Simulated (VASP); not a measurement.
# Al16N15 (a cell with a defect) in VASP: a series of runs, part 2 of 2

VASP 6.6.1.

## (4) Single point, PBE, collinear spin (atoms taken out, then relaxed in part)

INCAR

```
ALGO = Normal
EDIFF = 1E-6
ENCUT = 520
GGA = PE
ISIF = 2
ISMEAR = 0
ISPIN = 2
LASPH = T
LCHARG = T
LELF = T
LORBIT = 11
LREAL = Auto
LVHAR = T
LWAVE = F
MAGMOM = 0.25 0 0.25 0.25 0 0 0 0 0 0 0 0.25 0 0 0 0 0 0 0 0 0 0 0 0 0 0 0 0 0 0 0
NBANDS = 86
NELECT = 121.0
NELM = 150
PREC = Accurate
SIGMA = 0.01
```

KPOINTS

```
k-points
0
Gamma
  2 2 2
```

POSCAR

```
Al16N15
1.0
   -4.4031742015     -4.4031742015      4.4031742015
    4.4031742015     -4.4031742015     -4.4031742015
    4.4031742015      4.4031742015      4.4031742015
Al N
16 15
Direct
    0.2500000000      0.0282254130      0.7500000000
    0.0036569218      0.0021319950      0.0021319950
    0.5282254130      0.7500000000      0.7500000000
    0.2500000000      0.7500000000      0.0282254130
   -0.0021319950      0.7500000000      0.2515249268
    0.7484750732     -0.0036569218      0.2484750732
    0.5021319950      0.0021319950      0.5036569218
   -0.0021319950      0.2515249268      0.7500000000
    0.7515249268      0.4978680050      0.7500000000
    0.5021319950      0.5036569218      0.0021319950
    0.2500000000      0.4978680050      0.2515249268
   -0.0282254130      0.4717745870      0.4717745870
    0.7515249268      0.7500000000      0.4978680050
    0.7484750732      0.2484750732     -0.0036569218
    0.4963430782      0.2484750732      0.2484750732
    0.2500000000      0.2515249268      0.4978680050
   -0.0009733607      0.7500000000     -0.0006223014
    0.4993776986      0.4990266393      0.7500000000
    0.2500000000      0.4990266393     -0.0006223014
    0.0006223014      0.5006223014      0.2496489407
    0.7500000000      0.7500000000      0.2500000000
    0.4993776986      0.7500000000      0.4990266393
   -0.0009733607     -0.0006223014      0.7500000000
    0.7500000000      0.2500000000      0.7500000000
    0.5009733607      0.2503510593      0.0009733607
    0.2500000000      0.2500000000      0.2500000000
    0.0006223014      0.2496489407      0.5006223014
    0.7496489407      0.5006223014      0.5006223014
    0.7503510593      0.0009733607      0.0009733607
    0.5009733607      0.0009733607      0.2503510593
    0.2500000000     -0.0006223014      0.4990266393
```

Launch:

```sh
$ cat potpaw_PBE.64/Al/POTCAR potpaw_PBE.64/N/POTCAR > POTCAR
$ mpirun -np 1 vasp_std > vasp.out
```

Run time: 16 min. Hardware: 1 thread of Intel Xeon 8259CL, shared host; peak memory 0.68 GiB.

The run converged. Its results:

```yaml
Free_energy: -239.3539 eV
Largest_force: 0.015 eV/Å
Net_moment: 1.00 μB per cell
Site_moments: Al +0.02, +0.00 (each value once); N +0.02, +0.01 (each value once) μB
Valence_electrons_inside_the_program's_atomic_spheres: Al 0.80, 0.79 (each value once); N 3.83, 3.85 (each value once)
```

Forces in eV/Å, atoms in the order of the input:
```
Al   0.005 -0.005 -0.005
Al  -0.008  0.000  0.000
Al  -0.005 -0.005  0.005
Al   0.005  0.005  0.005
Al   0.000  0.000  0.008
Al   0.000  0.000 -0.008
Al   0.000  0.008  0.000
Al   0.000 -0.008  0.000
Al   0.000 -0.008  0.000
Al   0.000  0.000 -0.008
Al   0.008  0.000  0.000
Al  -0.005  0.005 -0.005
Al   0.000  0.000  0.008
Al   0.000  0.008  0.000
Al  -0.008  0.000  0.000
Al   0.008  0.000  0.000
N    0.002  0.002 -0.014
N   -0.002  0.014  0.002
N   -0.014  0.002  0.002
N   -0.002 -0.014 -0.002
N    0.000  0.000  0.000
N   -0.002 -0.002 -0.014
N    0.002  0.014 -0.002
N    0.000  0.000  0.000
N    0.002 -0.002  0.014
N    0.000  0.000  0.000
N   -0.002  0.002  0.014
N    0.014  0.002 -0.002
N    0.014 -0.002  0.002
N    0.002 -0.014  0.002
N   -0.014 -0.002 -0.002
```

Levels at points of the mesh, in eV from the Fermi level:
Spin up:
```tsv
k point	band 58	band 59	band 60	band 61	band 62	band 63	band 64	band 65
(0.00, 0.00, 0.00)	-1.05	-1.05	-1.05	-0.80	2.18	2.72	2.72	3.83
(0.50, 0.00, 0.00)	-1.60	-1.29	-0.99	-0.07	3.09	3.23	3.41	4.10
(0.50, 0.50, 0.50)	-1.39	-1.39	-1.39	-0.05	3.21	3.21	3.21	4.62
```
Spin down:
| k point | band 58 | band 59 | band 60 | band 61 | band 62 | band 63 |
| --- | --- | --- | --- | --- | --- | --- |
| (0.00, 0.00, 0.00) | -1.03 | -1.03 | -1.03 | 0.24 | 2.22 | 2.75 |
| (0.50, 0.00, 0.00) | -1.57 | -1.26 | -0.98 | 0.98 | 3.42 | 3.58 |
| (0.50, 0.50, 0.50) | -1.35 | -1.35 | -1.35 | 1.04 | 3.61 | 3.61 |

Caveat: the k points lie up to 0.50 Å⁻¹ apart; the cell carries a net charge on a neutralising background, which shifts energy and pressure; the cell differs from its parent crystal (atoms taken out, then relaxed in part); the cell is charged against a uniform background, so pressure and absolute levels hang on convention.

## (5) Single point, PBE, collinear spin (atoms taken out, then relaxed in part)

INCAR

```
SYSTEM = Al16N15
PREC     = Accurate       ! precision mode
ENCUT    = 520            ! plane-wave cutoff, eV
EDIFF    = 1E-6           ! SCF threshold, eV
ISMEAR   = 0              ! smearing method
SIGMA    = 0.01           ! smearing width, eV
LREAL    = Auto         
LASPH    = .True.         ! aspherical terms in the spheres
NELM     = 150            ! most SCF steps
ALGO     = Normal         ! electronic algorithm
ISIF     = 2              ! what is computed and relaxed
LWAVE    = .False.        ! write WAVECAR
LCHARG   = .True.         ! write CHGCAR
ISPIN    = 2              ! spin polarisation
MAGMOM   = 0.75 0 0 0.75 0 0.75 0 0 0 0 0 0 0.75 0 0 0 0 0 0 0 0 0 0 0 0 0 0 0 0 0 0 ! initial moments
LORBIT   = 11             ! projections on sites
GGA      = PE             ! functional
LELF     = .True.         ! ELF
LVHAR    = .True.       
NBANDS   = 86             ! bands
```

KPOINTS

```
Automatic mesh
0
Gamma
  2 2 2
  0.5 0.5 0.5
```

POSCAR

```
Al16N15
1.0
   -4.4031742015      4.4031742015     -4.4031742015
    4.4031742015     -4.4031742015     -4.4031742015
   -4.4031742015     -4.4031742015      4.4031742015
Al N
16 15
Direct
    0.4972170868      0.2486325656      0.2473145158
    0.2520172642      0.2509441748      0.5006504404
   -0.0008392833      0.2487612561      0.7492581457
    0.7516091180     -0.0000373555      0.2530151036
    0.7505530114      0.2509441748      0.0021146932
    0.5029176746     -0.0000373555      0.5017065470
    0.2497761901     -0.0000373555      0.7510844735
    0.0010357338      0.7489811141      0.2496689101
    1.0009870445      0.9999626445      0.9998736191
    0.7503621051      0.7511640328      0.5004595341
    0.4995714811      0.7489811141      0.7511331628
    0.2495894007      0.5014271445      0.2506670849
    0.2485471656      0.7512927233     -0.0013554054
   -0.0008948442      0.4984981444      0.4982223296
    0.7481249006      0.4984981444      0.7492025848
    0.5005696559      0.5014271445     -0.0003131703
    0.2513634397     -0.0000373555      0.4993675396
    0.0000711203     -0.0000373555      0.7501685493
    0.7505284711      0.7492993117      0.2502422933
    0.7492701106     -0.0000373555      0.0014608687
    0.5001448643      0.7492993117      0.5006259001
    0.2496109515      0.7495749681      0.7490404418
    0.0000698383      0.4999626445      0.2501672673
   -0.0010569872      0.7495749681     -0.0002916195
    0.7487765806      0.4978702844      0.4988740096
    0.5000698383      0.4999626445      0.7501672673
    0.2493306891      0.2503503208      0.2500960568
    0.2508689406      0.5020550045      0.0009663696
    0.0011918038      0.2506259772      0.5009056261
    0.7508081971      0.2506259772      0.7512892328
    0.4999986278      0.2503503208     -0.0005718819
```

Launch:

```sh
$ cat potpaw_PBE.64/Al/POTCAR potpaw_PBE.64/N/POTCAR > POTCAR
$ mpirun -np 1 vasp_std > vasp.out
```

Wall time 16 min (1 thread of Intel Xeon 8259CL, shared host); peak memory 0.69 GiB.

Results (log left out):

```yaml
Free_energy: -223.6423 eV
Pressure: -0.4 GPa
Largest_force: 0.012 eV/Å
Net_moment: 0.50 μB per cell
Valence_electrons_inside_the_program's_atomic_spheres: Al 0.78, 0.80 (each value once); N 3.83, 3.85, 3.84 (each value once)
```

Forces in eV/Å, atoms in the order of the input:
```
Al   0.007 -0.007 -0.007
Al   0.001  0.002 -0.001
Al   0.003  0.002  0.002
Al  -0.009  0.006 -0.006
Al   0.001 -0.001  0.002
Al  -0.009 -0.006  0.006
Al  -0.003 -0.001  0.001
Al   0.001  0.001 -0.002
Al  -0.003  0.001 -0.001
Al   0.003 -0.002 -0.002
Al   0.001 -0.002  0.001
Al   0.000 -0.003 -0.002
Al   0.007  0.007  0.007
Al   0.000  0.003  0.002
Al   0.000  0.002  0.003
Al   0.000 -0.002 -0.003
N    0.005 -0.002  0.002
N    0.000  0.000  0.000
N   -0.002  0.002  0.005
N    0.005  0.002 -0.002
N   -0.002  0.005  0.002
N    0.002  0.001 -0.005
N    0.000  0.000  0.000
N    0.002 -0.005  0.001
N   -0.005 -0.002 -0.002
N    0.000  0.000  0.000
N    0.002 -0.001  0.005
N   -0.005  0.002  0.002
N   -0.002 -0.005 -0.002
N   -0.002 -0.002 -0.005
N    0.002  0.005 -0.001
```

Stress tensor (GPa, compression positive):
```
-0.20  0.00  0.00
 0.00 -0.54  0.00
 0.00  0.00 -0.54
```

Levels at points of the mesh, in eV from the Fermi level:
Spin up:
| k point | band 60 | band 61 | band 62 | band 63 | band 64 | band 65 |
| --- | --- | --- | --- | --- | --- | --- |
| (0.25, 0.25, 0.25) | -3.79 | -3.35 | 0.40 | 0.41 | 0.41 | 2.20 |
Spin down:
```
           k point  band 57  band 58  band 59  band 60  band 61  band 62  band 63  band 64  band 65  band 66
(0.25, 0.25, 0.25)    -3.79    -3.78    -3.78    -3.78    -3.26     0.41     0.66     0.66     2.30     2.34
```

Caveat: the k points lie up to 0.50 Å⁻¹ apart; the cell differs from its parent crystal (atoms taken out, then relaxed in part).
